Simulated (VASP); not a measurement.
# Rh in VASP: single point with PBE+D3(BJ)

Aim: the single point of Rh with PBE+D3(BJ).

Everything below comes from runs of VASP 6.6.1. Logs are shortened: lines on timing, memory, paths and dates and some standing lists are left out, and cuts for length are marked.

### Step 1. The cell of the first run

The cell holds a slab with vacuum, 16 atoms: a = 5.365 Å, b = 5.365 Å, c = 23.690 Å, α = 90.00°, β = 90.00°, γ = 90.00°.

### Step 2. Single point, PBE+D3(BJ)

File INCAR:

```
ALGO = Normal
DIPOL = 0.5 0.5 0.458
EDIFF = 1E-6
ENCUT = 520
GGA = PE
IDIPOL = 3
ISIF = 2
ISMEAR = 0
IVDW = 12
LASPH = T
LCHARG = F
LDIPOL = T
LREAL = Auto
LWAVE = F
NBANDS = 134
NELM = 100
PREC = Accurate
SIGMA = 0.1
```

File KPOINTS:

```
k-points
0
Gamma
  4 4 1
```

File POSCAR:

```
Rh
1.0
    5.3647950047      0.0000000000      0.0000000000
    0.0000000000      5.3647950047      0.0000000000
    0.0000000000      0.0000000000     23.6902243912
Rh
16
Direct
    0.2500000000      0.2500000000      0.3376920315
    0.2500000000      0.7500000000      0.3376920315
    0.7500000000      0.2500000000      0.3376920315
    0.7500000000      0.7500000000      0.3376920315
    0.5000000000      0.5000000000      0.4177563412
    0.5000000000      0.0000000000      0.4177563412
    0.0000000000      0.5000000000      0.4177563412
    0.0000000000      0.0000000000      0.4177563412
    0.7507237891      0.7491746174      0.4980866450
    0.7500544072      0.2497696530      0.4979168087
    0.2502052128      0.7499342756      0.4979089701
    0.2498437956      0.2501527040      0.4982805005
    0.0016282259      0.0015915065      0.5776653827
   -0.0076804413      0.5077443822      0.5814245302
    0.5034959144     -0.0035954204      0.5762425123
    0.4984503931      0.4983247321      0.5776683882
```

Potentials or basis: VASP PAW PBE potentials, release 64 (Rh_pv).

Launch:

```
cat potpaw_PBE.64/Rh_pv/POTCAR > POTCAR
mpirun -np 1 vasp_std > vasp.out
```

OUTCAR:

```text
EDIFF = 1E-6
   ENCUT = 520
   GGA = PE
   ISIF = 2
   ISMEAR = 0
   IVDW = 12
   LASPH = T
   LREAL = Auto
   NELM = 100
   PREC = Accurate
 IVDW          = 12

 ion  position               nearest neighbor table
   1  0.250  0.250  0.338-   5 2.68   6 2.68   7 2.68   8 2.68   2 2.68   3 2.68   2 2.68   3 2.68

   2  0.250  0.750  0.338-   5 2.68   6 2.68   7 2.68   8 2.68   1 2.68   4 2.68   1 2.68   4 2.68

   3  0.750  0.250  0.338-   5 2.68   6 2.68   7 2.68   8 2.68   1 2.68   4 2.68   4 2.68   1 2.68

   4  0.750  0.750  0.338-   5 2.68   6 2.68   7 2.68   8 2.68   2 2.68   3 2.68   3 2.68   2 2.68

   5  0.500  0.500  0.418-   1 2.68   2 2.68   3 2.68   4 2.68   6 2.68   7 2.68   6 2.68   7 2.68
                            11 2.68  10 2.68   9 2.69  12 2.69
   6  0.500  0.000  0.418-   1 2.68   2 2.68   3 2.68   4 2.68   5 2.68   8 2.68   5 2.68   8 2.68
                            11 2.68  10 2.68  12 2.69   9 2.69
   7  0.000  0.500  0.418-   1 2.68   2 2.68   3 2.68   4 2.68   5 2.68   8 2.68   8 2.68   5 2.68
                             9 2.68  11 2.68  10 2.68  12 2.69
   8  0.000  0.000  0.418-   1 2.68   2 2.68   3 2.68   4 2.68   6 2.68   7 2.68   7 2.68   6 2.68
                            10 2.68  11 2.68   9 2.69  12 2.69
   9  0.751  0.749  0.498-  15 2.64  10 2.68  11 2.68   7 2.68  16 2.68  13 2.68  11 2.69  10 2.69
                             5 2.69   8 2.69   6 2.69  14 2.69
  10  0.750  0.250  0.498-  15 2.65  13 2.68  16 2.68   9 2.68  12 2.68   8 2.68   6 2.68  12 2.68
                             7 2.68   5 2.68   9 2.69  14 2.74
  11  0.250  0.750  0.498-  15 2.65  16 2.68  13 2.68   9 2.68  12 2.68   5 2.68   6 2.68  12 2.68
                             7 2.68   8 2.68   9 2.69  14 2.74
  12  0.250  0.250  0.498-  13 2.66  16 2.66  15 2.67  11 2.68  10 2.68  10 2.68  11 2.68   7 2.69
                             8 2.69   5 2.69   6 2.69  14 2.77
  13  0.002  0.002  0.578-  14 2.65  12 2.66  15 2.67  10 2.68  11 2.68   9 2.68  15 2.69  14 2.72

  14  0.992  0.508  0.581-  13 2.65  16 2.65   9 2.69  16 2.72  13 2.72  11 2.74  10 2.74  12 2.77

  15  0.503  0.996  0.576-   9 2.64  11 2.65  10 2.65  12 2.67  16 2.67  13 2.67  13 2.69  16 2.69

  16  0.498  0.498  0.578-  14 2.65  12 2.66  15 2.67  11 2.68  10 2.68   9 2.68  15 2.69  14 2.72

  LATTYP: Found a simple tetragonal cell.
 ALAT       =     5.3647950047
 C/A-ratio  =     4.4158675906

  Lattice vectors:

 A1 = (   5.3647950047,   0.0000000000,   0.0000000000)
 A2 = (   0.0000000000,   5.3647950047,   0.0000000000)
 A3 = (   0.0000000000,   0.0000000000,  23.6902243912)

Analysis of symmetry for initial positions (statically):
=====================================================================
 Subroutine PRICEL returns:
 Original cell was already a primitive cell.

 Routine SETGRP: Setting up the symmetry group for a
 simple tetragonal supercell.

 Subroutine GETGRP returns: Found  1 space group operations
 (whereof  1 operations were pure point group operations)
 out of a pool of 16 trial point group operations.

The static configuration has the point symmetry C_1 .

Analysis of symmetry for dynamics (positions and initial velocities):
=====================================================================
 Subroutine PRICEL returns:
 Original cell was already a primitive cell.

 Routine SETGRP: Setting up the symmetry group for a
 simple tetragonal supercell.

 Subroutine GETGRP returns: Found  1 space group operations
 (whereof  1 operations were pure point group operations)
 out of a pool of 16 trial point group operations.

The dynamic configuration has the point symmetry C_1 .

 Subroutine INISYM returns: Found  1 space group operations
 (whereof  1 operations are pure point group operations),
 and found     1 'primitive' translations

----------------------------------------------------------------------------------------

                                     Primitive cell

  volume of cell :     681.8290

  direct lattice vectors                    reciprocal lattice vectors
     5.364795005  0.000000000  0.000000000     0.186400412  0.000000000  0.000000000
     0.000000000  5.364795005  0.000000000     0.000000000  0.186400412  0.000000000
     0.000000000  0.000000000 23.690224391     0.000000000  0.000000000  0.042211504

  length of vectors
     5.364795005  5.364795005 23.690224391     0.186400412  0.186400412  0.042211504

  position of ions in fractional coordinates (direct lattice)
     0.250000000  0.250000000  0.337692031
     0.250000000  0.750000000  0.337692031
     0.750000000  0.250000000  0.337692031
     0.750000000  0.750000000  0.337692031
     0.500000000  0.500000000  0.417756341
     0.500000000  0.000000000  0.417756341
[... 8 lines left out ...]
     0.503495914  0.996404580  0.576242512
     0.498450393  0.498324732  0.577668388

  ion indices of the primitive-cell ions
   primitive index   ion index
                 1           1
                 2           2
                 3           3
                 4           4
                 5           5
                 6           6
[... 8 lines left out ...]
                15          15
                16          16

----------------------------------------------------------------------------------------

 KPOINTS: k-points

Automatic generation of k-mesh.
 Grid dimensions read from file:
 generate k-points for:    4    4    1

 Generating k-lattice:

  Cartesian coordinates                     Fractional coordinates (reciprocal lattice)
     0.046600103  0.000000000  0.000000000     0.250000000  0.000000000  0.000000000
     0.000000000  0.046600103  0.000000000     0.000000000  0.250000000  0.000000000
     0.000000000  0.000000000  0.042211504     0.000000000  0.000000000  1.000000000

  Length of vectors
     0.046600103  0.046600103  0.042211504

  Shift w.r.t. Gamma in fractional coordinates (k-lattice)
     0.000000000  0.000000000  0.000000000

 Subroutine IBZKPT returns following result:
 ===========================================

 Found     10 irreducible k-points:

 Following reciprocal coordinates:
            Coordinates               Weight
  0.000000  0.000000  0.000000      1.000000
  0.250000  0.000000  0.000000      2.000000
  0.000000  0.250000  0.000000      2.000000
  0.500000  0.000000  0.000000      1.000000
  0.000000  0.500000  0.000000      1.000000
  0.250000  0.250000  0.000000      2.000000
 -0.250000  0.250000  0.000000      2.000000
  0.500000  0.250000  0.000000      2.000000
 -0.250000  0.500000  0.000000      2.000000
  0.500000  0.500000  0.000000      1.000000
   k-points           NKPTS =     10   k-points in BZ     NKDIM =     10   number of bands    NBANDS=    134
   number of dos      NEDOS =    301   number of ions     NIONS =     16
   total plane-waves  NPLWV = 288000
   dimension x,y,z NGX =    40 NGY =   40 NGZ =  180
   dimension x,y,z NGXF=    80 NGYF=   80 NGZF=  360
   ions per type =              16
   NGX,Y,Z   is equivalent  to a cutoff of  12.40, 12.40, 12.63 a.u.
   NGXF,Y,Z  is equivalent  to a cutoff of  24.79, 24.79, 25.26 a.u.
 SYSTEM =  unknown system
   PREC   = accura    normal or accurate (medium, high low for compatibility)
   ISTART =      0    job   : 0-new  1-cont  2-samecut
   ICHARG =      2    charge: 1-file 2-atom 10-const
   ISPIN  =      1    spin polarized calculation?
   LNONCOLLINEAR =      F non collinear calculations
   LSORBIT =      F    spin-orbit coupling
   LASPH  =      T    aspherical Exc in radial PAW
   ENCUT  =  520.0 eV  38.22 Ry    6.18 a.u.   9.97  9.97 44.05*2*pi/ulx,y,z
   NELM   =    100;   NELMIN=  2; NELMDL= -5     # of ELM steps
   EDIFF  = 0.1E-05   stopping-criterion for ELM
   LREAL  =      T    real-space projection
   EDIFFG = 0.1E-04   stopping-criterion for IOM
   NSW    =      0    number of steps for IOM
[... 5 lines left out ...]
   TEBEG  =    0.0;   TEEND  =   0.0 temperature during run
   PSTRESS=    0.0 pullay stress
   NELECT =     240.0000    total number of electrons
   NUPDOWN=      -1.0000    fix difference up-down
   EMIN   =  10.00;   EMAX   =-10.00  energy-range for DOS
   EFERMI =   0.00;   METHOD = LEGACY
   ISMEAR =     0;   SIGMA  =   0.10  broadening in eV -4-tet -1-fermi 0-gaus
   EFERMI_NEDOS =   21; number of points for ismear=-14 and -15
   IALGO  =     38    algorithm
   IMIX   =      4    mixing-type and parameters
     AMIX     =   0.40;   BMIX     =  1.00
     AMIX_MAG =   1.60;   BMIX_MAG =  1.00
  volume/ion in A,a.u.               =      42.61       287.58
  Fermi-wavevector in a.u.,A,eV,Ry     =   1.155900  2.184333 18.178796  1.336104
  Thomas-Fermi vector in A             =   2.292524
   LORBIT       =      0    0 simple, 1 ext, 2 COOP (PROOUT), +10 PAW based schemes
   GGA     = PE    functional components
   LHFCALC =     F    Hartree Fock is set to
   AEXX    =    0.0000 exact exchange contribution
   IVDW    =    12    specifies the selected vdW correction
   LEPSILON=     F    determine dielectric tensor
   LRPA    =     F    only Hartree local field effects (RPA)
 non-spin polarized calculation
 Gauss-broadening in eV      SIGMA  =   0.10
  energy-cutoff  :      520.00
  volume of cell :      681.83
 maximum number of plane-waves:     18418
   NGX = 19   NGY = 19   NGZ = 89

 dipolmoment           0.000000      0.000000      0.000240 electrons x Angstroem

 number of electron     240.0000053 magnetization

 dipolmoment           0.000000      0.000000     -0.000951 electrons x Angstroem

 Free energy of the ion-electron system (eV)
  ---------------------------------------------------
  ext. energy  EPLUGINS =         0.00000000
  ---------------------------------------------------
  free energy    TOTEN  =      -107.38387031 eV

  energy without entropy =     -107.23999359  energy(sigma->0) =     -107.31193195

 E-fermi :   0.3856     XC(G=0):  -5.3710

 val. band max:        0.3759066946   @ k =   0.0000   0.2500   0.0000
 cond. band min:       0.4182807066   @ k =   0.0000   0.0000   0.0000
 fundamental gap:      0.0423740120
 Fermi energy:         0.3855561440

 k-point     1 :       0.0000    0.0000    0.0000
  band No.  band energies     occupation
      1     -46.6842      2.00000
      2     -46.6838      2.00000
      3     -46.6825      2.00000
      4     -46.6815      2.00000
      5     -46.6557      2.00000
      6     -46.6555      2.00000
[... 124 lines left out ...]
    131       1.8968      0.00000
    132       1.9314      0.00000

 k-point     2 :       0.2500    0.0000    0.0000
  band No.  band energies     occupation
      1     -46.6682      2.00000
      2     -46.6675      2.00000
      3     -46.6405      2.00000
      4     -46.6389      2.00000
      5     -46.6325      2.00000
      6     -46.6295      2.00000
[... 1204 lines left out ...]
    131       1.0193      0.00000
    132       1.0424      0.00000
 [bands above 132 left out]

------------------------ aborting loop because EDIFF is reached ----------------------------------------

 vacuum level on the upper side and lower side of the slab       (xc-potential included)        -0.170        -0.167

 Edisp (eV)   -7.26972

 E8    (eV) :    -3.4000

  FORCE on cell =-STRESS in cart. coord.  units (eV):
  Direction    XX          YY          ZZ          XY          YZ          ZX
  --------------------------------------------------------------------------------------
  -------------------------------------------------------------------------------------
  Total     -13.55133   -13.55071    -4.96583     0.00536    -0.05933     0.06303
  in kB     -31.84322   -31.84177   -11.66881     0.01260    -0.13942     0.14811
  external pressure =      -25.12 kB  Pullay stress =        0.00 kB

 VOLUME and BASIS-vectors are now :
 -----------------------------------------------------------------------------
  energy-cutoff  :      520.00
  volume of cell :      681.83
      direct lattice vectors                 reciprocal lattice vectors
     5.364795005  0.000000000  0.000000000     0.186400412  0.000000000  0.000000000
     0.000000000  5.364795005  0.000000000     0.000000000  0.186400412  0.000000000
     0.000000000  0.000000000 23.690224391     0.000000000  0.000000000  0.042211504

 POSITION                                       TOTAL-FORCE (eV/Angst)
 -----------------------------------------------------------------------------------
      1.34120      1.34120      8.00000         0.007851     -0.007887      0.334140
      1.34120      4.02360      8.00000         0.000243      0.007531      0.328383
      4.02360      1.34120      8.00000        -0.007649     -0.000331      0.328260
      4.02360      4.02360      8.00000        -0.000022      0.000010      0.339854
      2.68240      2.68240      9.89674        -0.000881     -0.002693     -0.374782
      2.68240      0.00000      9.89674         0.003935     -0.003987     -0.315785
[... 8 lines left out ...]
      2.70115      5.34551     13.65131        -0.139821      0.142518     -0.010466
      2.67408      2.67341     13.68509        -0.057467     -0.005150     -0.260702
 -----------------------------------------------------------------------------------
    total drift:                               -0.000331      0.000617     -0.005221

  FREE ENERGIE OF THE ION-ELECTRON SYSTEM (eV)
  ---------------------------------------------------
  free  energy   TOTEN  =      -114.6535932878 eV

  energy  without entropy=     -114.5097165682  energy(sigma->0) =     -114.58165493

 vacuum level on the upper side and lower side of the slab         5.360         5.363
```

Wall time 30 min (1 thread of AMD EPYC 9R45 (Zen 5), shared host); peak memory 0.88 GiB.

Results:

* Free energy: -114.6536 eV
* Largest force: 0.819 eV/Å
* Band gap on the k mesh: zero (bands 120 and 121 overlap by 0.83 eV)
* Dispersion energy per atom: -0.454 eV

Forces on the atoms (eV/Å):
```
Rh   0.008 -0.008  0.334
Rh   0.000  0.008  0.328
Rh  -0.008  0.000  0.328
Rh   0.000  0.000  0.340
Rh  -0.001 -0.003 -0.375
Rh   0.004 -0.004 -0.316
Rh   0.012 -0.013 -0.372
Rh   0.001  0.000 -0.374
Rh   0.066 -0.060  0.254
Rh   0.096  0.108  0.390
Rh  -0.110 -0.096  0.391
Rh  -0.106  0.106  0.355
Rh   0.005  0.056 -0.261
Rh   0.229 -0.231 -0.752
Rh  -0.140  0.143 -0.010
Rh  -0.057 -0.005 -0.261
```

The gap in the log of VASP goes by the Fermi energy; the results here count the filled bands.